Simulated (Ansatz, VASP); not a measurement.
**One calculation of CdF2, two programs**

POSCAR

```
CdF2
1.0
    0.0000000000      2.6940000000      2.6940000000
    2.6940000000      0.0000000000      2.6940000000
    2.6940000000      2.6940000000      0.0000000000
Cd F
1 2
Direct
    0.0023199703     -0.0023199703      0.0023199703
    0.2500000000      0.2500000000      0.2500000000
    0.7500000000      0.7500000000      0.7500000000
```

INCAR.step1

```
PREC     = Accurate       # precision mode
ENCUT    = 520            # plane-wave cutoff, eV
ISMEAR   = 0              # smearing method
SIGMA    = 0.05           # smearing width, eV
LREAL    = F              # projectors in reciprocal space
LASPH    = T              # aspherical terms in the spheres
NELM     = 80             # most SCF steps
NBANDS   = 20             # bands
GGA      = PE             # functional
ALGO     = Normal         # electronic algorithm
EDIFF    = 1E-4           # SCF threshold, eV
LWAVE    = T              # write WAVECAR
LCHARG   = F              # write CHGCAR
```

INCAR.step2

```
PREC     = Accurate       # precision mode
ENCUT    = 520            # plane-wave cutoff, eV
EDIFF    = 1E-6           # SCF threshold, eV
ISMEAR   = 0              # smearing method
SIGMA    = 0.05           # smearing width, eV
LREAL    = F              # projectors in reciprocal space
LASPH    = T              # aspherical terms in the spheres
NELM     = 80             # most SCF steps
ALGO     = Normal         # electronic algorithm
ISIF     = 2              # what is computed and relaxed
LWAVE    = F              # write WAVECAR
LCHARG   = F              # write CHGCAR
METAGGA  = R2SCAN         # meta-GGA
LMIXTAU  = T            
NBANDS   = 20             # bands
ISTART   = 1
```

KPOINTS

```
regular mesh
0
Gamma
  8 8 8
```

Input for Ansatz:

```yaml
crystal:
  lattice:
    - [0.0, 2.694, 2.694]
    - [2.694, 0.0, 2.694]
    - [2.694, 2.694, 0.0]
  atoms:
    - { symbol: Cd, position: [0.0023199703, -0.0023199703, 0.0023199703] }
    - { symbol: F, position: [0.25, 0.25, 0.25] }
    - { symbol: F, position: [0.75, 0.75, 0.75] }
basis:
  ecutwfc: 500
kpoints:
  mp_grid: { grid: [8, 8, 8] }
hamiltonian:
  xc: r2scan
scf:
  occupations: { method: gaussian, width: 0.05 }
output:
  forces: true
  stress: true
  eigenvalues: true
```

Change from the starting cell: all Cd atoms moved +0.013 Å, as atom 1 along Cartesian [0 1 0].

Alike in both runs: task single point; functional r2SCAN; k mesh 8 × 8 × 8; occupations gaussian, width 0.05 eV; no spin polarisation.

|  | VASP | Ansatz |
| --- | --- | --- |
| version | VASP 6.6.1 | Ansatz 0.2.0 |
| potentials or method | VASP PAW PBE potentials, release 64 (Cd, F), cutoff 520 eV | scalar-relativistic, plane waves, PAW |
| valence electrons in the cell | 26 | 34 |

VASP gave:

```
gap on the k mesh at the Fermi level (eV) : 3.75
least direct gap on the mesh (eV)         : 4.25
pressure (GPa)                            : 1.0
rms of the force components (eV/Å)        : 0.031
```

Q: What did Ansatz give for the same quantities?

A: gap on the k mesh at the Fermi level (eV): 3.79; least direct gap on the mesh (eV): 4.31; pressure (GPa): 0.0; rms of the force components (eV/Å): 0.027.

VASP's potentials were made for PBE, not for r2SCAN. Atom by atom the forces differ by 0.004 eV/Å (rms over components). With one functional, cell and mesh, what is left measures potentials, basis and numerics. VASP's potentials hold 26 valence electrons a cell and Ansatz's 34, so a difference there can come from the potentials and not from the codes.
